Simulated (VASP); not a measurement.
# BN (F-43m) in VASP: further runs

BN is run at these levels: PBEsol, HSE06, PBE-based screened hybrid; tasks: single point.

Everything below comes from runs of VASP 6.6.1. Logs are shortened: lines on timing, memory, paths and dates and some standing lists are left out, and cuts for length are marked.

### 1 The cell of the first run

The structure is cubic, space group F-43m (No. 216). Conventional cell: a = 3.610 Å, b = 3.610 Å, c = 3.610 Å, α = 90.00°, β = 90.00°, γ = 90.00°. Within 2.1 Å of B (site symmetry -43m) lie 4 N at 1.56 Å. Within 2.1 Å of N (site symmetry -43m) lie 4 B at 1.56 Å.

### 2 Single point, PBEsol

INCAR

```
SYSTEM = BN
PREC = Accurate
ENCUT = 520
EDIFF = 1E-6
ISMEAR = 0
SIGMA = 0.01
LREAL = .False.
LASPH = .True.
NELM = 100
ALGO = Normal
ISIF = 2
LWAVE = .False.
LCHARG = .False.
GGA = PS
NBANDS = 11
```

KPOINTS

```
Automatic mesh
0
Gamma
  8 8 8
  0 0 0
```

POSCAR

```
BN
1.0
    0.0000000000      1.8048254535      1.8048254535
    1.8048254535      0.0000000000      1.8048254535
    1.8048254535      1.8048254535      0.0000000000
B N
1 1
Direct
    0.0000000000      0.0000000000      0.0000000000
    0.2500000000      0.2500000000      0.2500000000
```

Potentials or basis: VASP PAW PBE potentials, release 64 (B, N).

The run is started by

```console
$ cat potpaw_PBE.64/B/POTCAR potpaw_PBE.64/N/POTCAR > POTCAR
$ mpirun -np 1 vasp_std > vasp.out
```

OUTCAR:

```text
SYSTEM = BN
   PREC = Accurate
   ENCUT = 520
   EDIFF = 1E-6
   ISMEAR = 0
   LREAL = .False.
   LASPH = .True.
   NELM = 100
   ISIF = 2
   GGA = PS

 ion  position               nearest neighbor table
   1  0.000  0.000  0.000-   2 1.56   2 1.56   2 1.56   2 1.56
   2  0.250  0.250  0.250-   1 1.56   1 1.56   1 1.56   1 1.56

  LATTYP: Found a face centered cubic cell.
 ALAT       =     3.6096509070

  Lattice vectors:

 A1 = (   0.0000000000,   1.8048254535,   1.8048254535)
 A2 = (   1.8048254535,   0.0000000000,   1.8048254535)
 A3 = (   1.8048254535,   1.8048254535,   0.0000000000)

Analysis of symmetry for initial positions (statically):
=====================================================================
 Subroutine PRICEL returns:
 Original cell was already a primitive cell.

 Routine SETGRP: Setting up the symmetry group for a
 face centered cubic supercell.

 Subroutine GETGRP returns: Found 24 space group operations
 (whereof 24 operations were pure point group operations)
 out of a pool of 48 trial point group operations.

The static configuration has the point symmetry T_d .

Analysis of symmetry for dynamics (positions and initial velocities):
=====================================================================
 Subroutine PRICEL returns:
 Original cell was already a primitive cell.

 Routine SETGRP: Setting up the symmetry group for a
 face centered cubic supercell.

 Subroutine GETGRP returns: Found 24 space group operations
 (whereof 24 operations were pure point group operations)
 out of a pool of 48 trial point group operations.

The dynamic configuration has the point symmetry T_d .

 Subroutine INISYM returns: Found 24 space group operations
 (whereof 24 operations are pure point group operations),
 and found     1 'primitive' translations

----------------------------------------------------------------------------------------

                                     Primitive cell

  volume of cell :      11.7581

  direct lattice vectors                    reciprocal lattice vectors
     0.000000000  1.804825453  1.804825453    -0.277035100  0.277035100  0.277035100
     1.804825453  0.000000000  1.804825453     0.277035100 -0.277035100  0.277035100
     1.804825453  1.804825453  0.000000000     0.277035100  0.277035100 -0.277035100

  length of vectors
     2.552408634  2.552408634  2.552408634     0.479838869  0.479838869  0.479838869

  position of ions in fractional coordinates (direct lattice)
     0.000000000  0.000000000  0.000000000
     0.250000000  0.250000000  0.250000000

  ion indices of the primitive-cell ions
   primitive index   ion index
                 1           1
                 2           2

----------------------------------------------------------------------------------------

 KPOINTS: Automatic mesh

Automatic generation of k-mesh.
 Grid dimensions read from file:
 generate k-points for:    8    8    8

 Generating k-lattice:

  Cartesian coordinates                     Fractional coordinates (reciprocal lattice)
    -0.034629388  0.034629388  0.034629388     0.125000000  0.000000000  0.000000000
     0.034629388 -0.034629388  0.034629388     0.000000000  0.125000000  0.000000000
     0.034629388  0.034629388 -0.034629388     0.000000000  0.000000000  0.125000000

  Length of vectors
     0.059979859  0.059979859  0.059979859

  Shift w.r.t. Gamma in fractional coordinates (k-lattice)
     0.000000000  0.000000000  0.000000000

 Subroutine IBZKPT returns following result:
 ===========================================

 Found     29 irreducible k-points:

 Following reciprocal coordinates:
            Coordinates               Weight
  0.000000  0.000000  0.000000      1.000000
  0.125000  0.000000  0.000000      8.000000
  0.250000  0.000000  0.000000      8.000000
  0.375000  0.000000  0.000000      8.000000
  0.500000  0.000000  0.000000      4.000000
  0.125000  0.125000  0.000000      6.000000
[... 16 lines left out ...]
  0.500000  0.250000  0.125000     48.000000
 -0.375000  0.250000  0.125000     24.000000
 [... further k-points ...]
   k-points           NKPTS =     29   k-points in BZ     NKDIM =     29   number of bands    NBANDS=     11
   number of dos      NEDOS =    301   number of ions     NIONS =      2
   total plane-waves  NPLWV =   8000
   dimension x,y,z NGX =    20 NGY =   20 NGZ =   20
   dimension x,y,z NGXF=    40 NGYF=   40 NGZF=   40
   ions per type =               1   1
   NGX,Y,Z   is equivalent  to a cutoff of  13.03, 13.03, 13.03 a.u.
   NGXF,Y,Z  is equivalent  to a cutoff of  26.05, 26.05, 26.05 a.u.
 SYSTEM =  BN
   PREC   = accura    normal or accurate (medium, high low for compatibility)
   ISTART =      0    job   : 0-new  1-cont  2-samecut
   ICHARG =      2    charge: 1-file 2-atom 10-const
   ISPIN  =      1    spin polarized calculation?
   LNONCOLLINEAR =      F non collinear calculations
   LSORBIT =      F    spin-orbit coupling
   LASPH  =      T    aspherical Exc in radial PAW
   ENCUT  =  520.0 eV  38.22 Ry    6.18 a.u.   4.75  4.75  4.75*2*pi/ulx,y,z
   NELM   =    100;   NELMIN=  2; NELMDL= -5     # of ELM steps
   EDIFF  = 0.1E-05   stopping-criterion for ELM
   LREAL  =      F    real-space projection
   EDIFFG = 0.1E-04   stopping-criterion for IOM
   NSW    =      0    number of steps for IOM
   IBRION =     -1    ionic relax: 0-MD 1-quasi-New 2-CG
   NFREE  =      0    steps in history (QN), initial steepest desc. (CG)
   ISIF   =      2    stress and relaxation
   ISYM   =      2    0-nonsym 1-usesym 2-fastsym
   POTIM  = 0.5000    time-step for ionic-motion
   TEBEG  =    0.0;   TEEND  =   0.0 temperature during run
   PSTRESS=    0.0 pullay stress
   NELECT =       8.0000    total number of electrons
   NUPDOWN=      -1.0000    fix difference up-down
   EMIN   =  10.00;   EMAX   =-10.00  energy-range for DOS
   EFERMI =   0.00;   METHOD = LEGACY
   ISMEAR =     0;   SIGMA  =   0.01  broadening in eV -4-tet -1-fermi 0-gaus
   EFERMI_NEDOS =   21; number of points for ismear=-14 and -15
   IALGO  =     38    algorithm
   IMIX   =      4    mixing-type and parameters
     AMIX     =   0.40;   BMIX     =  1.00
     AMIX_MAG =   1.60;   BMIX_MAG =  1.00
  volume/ion in A,a.u.               =       5.88        39.67
  Fermi-wavevector in a.u.,A,eV,Ry     =   1.439880  2.720979 28.208337  2.073254
  Thomas-Fermi vector in A             =   2.558686
   LORBIT       =      0    0 simple, 1 ext, 2 COOP (PROOUT), +10 PAW based schemes
   GGA     = PS    functional components
   LHFCALC =     F    Hartree Fock is set to
   AEXX    =    0.0000 exact exchange contribution
   IVDW    =     0    specifies the selected vdW correction
   LEPSILON=     F    determine dielectric tensor
   LRPA    =     F    only Hartree local field effects (RPA)
 non-spin polarized calculation
 Gauss-broadening in eV      SIGMA  =   0.01
  energy-cutoff  :      520.00
  volume of cell :       11.76
 maximum number of plane-waves:       332
   NGX =  9   NGY =  9   NGZ =  9

 number of electron       7.9999999 magnetization

 Free energy of the ion-electron system (eV)
  ---------------------------------------------------
  ext. energy  EPLUGINS =         0.00000000
  ---------------------------------------------------
  free energy    TOTEN  =       -18.34657827 eV

  energy without entropy =      -18.34657827  energy(sigma->0) =      -18.34657827

 E-fermi :   7.4583     XC(G=0): -13.0378

 val. band max:        7.4178992396   @ k =   0.0000   0.0000   0.0000
 cond. band min:      11.6989673135   @ k =   0.5000   0.5000   0.0000
 fundamental gap:      4.2810680738
 Fermi energy:         7.4582958981

 k-point     1 :       0.0000    0.0000    0.0000
  band No.  band energies     occupation
      1     -12.8859      2.00000
      2       7.4179      2.00000
      3       7.4179      2.00000
      4       7.4179      2.00000
      5      16.2002      0.00000
      6      16.2002      0.00000
      7      16.2002      0.00000
      8      17.7571      0.00000
      9      32.0109      0.00000
     10      35.1618      0.00000
     11      35.1618      0.00000

 k-point     2 :       0.1250    0.0000    0.0000
  band No.  band energies     occupation
      1     -12.5035      2.00000
      2       5.5229      2.00000
      3       7.0328      2.00000
      4       7.0328      2.00000
      5      16.5683      0.00000
      6      16.7762      0.00000
      7      16.7762      0.00000
      8      18.9494      0.00000
      9      31.4901      0.00000
     10      31.9343      0.00000
     11      31.9343      0.00000

 k-point     3 :       0.2500    0.0000    0.0000
  band No.  band energies     occupation
      1     -11.3917      2.00000
      2       1.8873      2.00000
      3       6.2779      2.00000
      4       6.2779      2.00000
      5      17.0427      0.00000
      6      17.7241      0.00000
      7      17.7241      0.00000
      8      20.9563      0.00000
      9      30.6153      0.00000
     10      30.8820      0.00000
     11      30.8820      0.00000

 k-point     4 :       0.3750    0.0000    0.0000
  band No.  band energies     occupation
      1      -9.7420      2.00000
      2      -1.6031      2.00000
      3       5.6780      2.00000
      4       5.6780      2.00000
      5      17.4254      0.00000
      6      18.0695      0.00000
      7      18.0695      0.00000
      8      22.1738      0.00000
      9      30.4528      0.00000
     10      32.4362      0.00000
     11      32.4362      0.00000
[... 239 lines left out ...]
 k-point    22 :       0.3750    0.2500    0.1250
  band No.  band energies     occupation
      1     -10.4433      2.00000
      2       1.6726      2.00000
      3       3.4294      2.00000
      4       5.3754      2.00000
      5      15.9057      0.00000
      6      19.2380      0.00000
      7      19.9906      0.00000
      8      20.7309      0.00000
      9      26.7469      0.00000
     10      32.9913      0.00000
     11      34.6942      0.00000

 k-point    23 :       0.5000    0.2500    0.1250
  band No.  band energies     occupation
      1      -8.8992      2.00000
      2      -0.8873      2.00000
      3       2.6161      2.00000
      4       4.4329      2.00000
      5      16.6999      0.00000
      6      18.7285      0.00000
      7      21.1691      0.00000
      8      22.0293      0.00000
      9      27.3637      0.00000
     10      32.5747      0.00000
     11      34.8343      0.00000

 k-point    24 :      -0.3750    0.2500    0.1250
  band No.  band energies     occupation
      1      -7.8817      2.00000
      2      -2.3964      2.00000
      3       2.5488      2.00000
      4       3.9207      2.00000
      5      16.8728      0.00000
      6      18.5631      0.00000
      7      21.8145      0.00000
      8      23.1731      0.00000
      9      26.7144      0.00000
     10      33.2168      0.00000
     11      34.8220      0.00000

 [... further k-points ...]
[... 5 lines left out ...]
  --------------------------------------------------------------------------------------
  -------------------------------------------------------------------------------------
  Total       -0.0475409     -0.0475409     -0.0475409      0.0000000      0.0000000     -0.0000000
  in kB       -6.4780253     -6.4780253     -6.4780253      0.0000000      0.0000000     -0.0000000
  external PRESSURE =      -6.4780253 kB  Pullay stress =       0.0000000 kB

 VOLUME and BASIS-vectors are now :
 -----------------------------------------------------------------------------
  energy-cutoff  :      520.00
  volume of cell :       11.76
      direct lattice vectors                 reciprocal lattice vectors
     0.000000000  1.804825453  1.804825453    -0.277035100  0.277035100  0.277035100
     1.804825453  0.000000000  1.804825453     0.277035100 -0.277035100  0.277035100
     1.804825453  1.804825453  0.000000000     0.277035100  0.277035100 -0.277035100

 POSITION                                       TOTAL-FORCE (eV/Angst)
 -----------------------------------------------------------------------------------
      0.00000      0.00000      0.00000        -0.000000     -0.000000     -0.000000
      0.90241      0.90241      0.90241         0.000000      0.000000      0.000000
 -----------------------------------------------------------------------------------
    total drift:                                0.000000      0.000000      0.000000

  FREE ENERGIE OF THE ION-ELECTRON SYSTEM (eV)
  ---------------------------------------------------
  free  energy   TOTEN  =       -18.3465782685 eV

  energy  without entropy=      -18.3465782685  energy(sigma->0) =      -18.34657827
```

Wall time 8 s (1 thread of AMD EPYC 7R43 (Zen 3), shared host); peak memory 0.07 GiB.

Results:

```
Free energy            : -18.3466 eV
Pressure               : -0.6 GPa
Band gap on the k mesh : 4.28 eV, indirect (least direct gap 8.78 eV)
```

Levels at points of the mesh, in eV from the valence-band top:
| k point | band 1 | band 2 | band 3 | band 4 | band 5 | band 6 | band 7 | band 8 |
| --- | --- | --- | --- | --- | --- | --- | --- | --- |
| (0.00, 0.00, 0.00) | -20.30 | 0.00 | 0.00 | 0.00 | 8.78 | 8.78 | 8.78 | 10.34 |
| (0.50, 0.00, 0.00) | -16.01 | -10.82 | -1.96 | -1.96 | 10.15 | 10.65 | 10.65 | 15.12 |
| (0.50, 0.50, 0.00) | -14.63 | -8.99 | -4.96 | -4.96 | 4.28 | 9.12 | 17.94 | 17.94 |

Caveat: the PAW data sets were made with another functional, which shifts forces and pressure a little.

[end of part 1 of 2]
